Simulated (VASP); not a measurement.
Input of a VASP 6.6.1 run:

Contents of INCAR:

```
SYSTEM = CuSn2
PREC = Accurate
ENCUT = 520
EDIFF = 1E-6
ISMEAR = 0
SIGMA = 0.1
LREAL = .FALSE.
LASPH = .TRUE.
NELM = 100
ALGO = Normal
ISIF = 2
LWAVE = .FALSE.
LCHARG = .FALSE.
GGA = PE
NBANDS = 48
```

File KPOINTS:

```
Automatic mesh
0
G
  6 6 2
  0 0 0
```

File POSCAR:

```
CuSn2
1.0
    3.2875738770      0.0000000000      0.0000000000
   -1.6437869385      2.8471224943      0.0000000000
    0.0000000000      0.0000000000     14.3789506165
Cu Sn
2 4
Direct
    0.6666666667      0.3333333333      0.3554393538
    0.6666666667      0.3333333333      0.6445606462
    0.3333333333      0.6666666667      0.7892019384
    0.3333333333      0.6666666667      0.2107980616
    0.3333333333      0.6666666667      0.5000000000
    0.6666666667      0.3333333333      0.0000000000
```

Potentials or basis: VASP PAW PBE potentials, release 64 (Cu, Sn_d).

Launch:

```sh
$ cat potpaw_PBE.64/Cu/POTCAR potpaw_PBE.64/Sn_d/POTCAR > POTCAR
$ mpirun -np 1 vasp_std > vasp.out
```

Predict the band gap on the k mesh.

zero (band 39 reaches 12.83 eV, above the bottom of band 40 at 6.25 eV).

Predict the largest force.

0.030 eV/Å.

Predict the pressure.

0.1 GPa.

Forces in eV/Å, atoms in the order of the input:
```
Cu   0.000  0.000 -0.027
Cu   0.000  0.000  0.027
Sn   0.000  0.000  0.030
Sn   0.000  0.000 -0.030
Sn   0.000  0.000  0.000
Sn   0.000  0.000  0.000
```

Caveat: the k points lie up to 0.37 Å⁻¹ apart; spin-orbit coupling is left out, which moves the levels of the heavy elements.
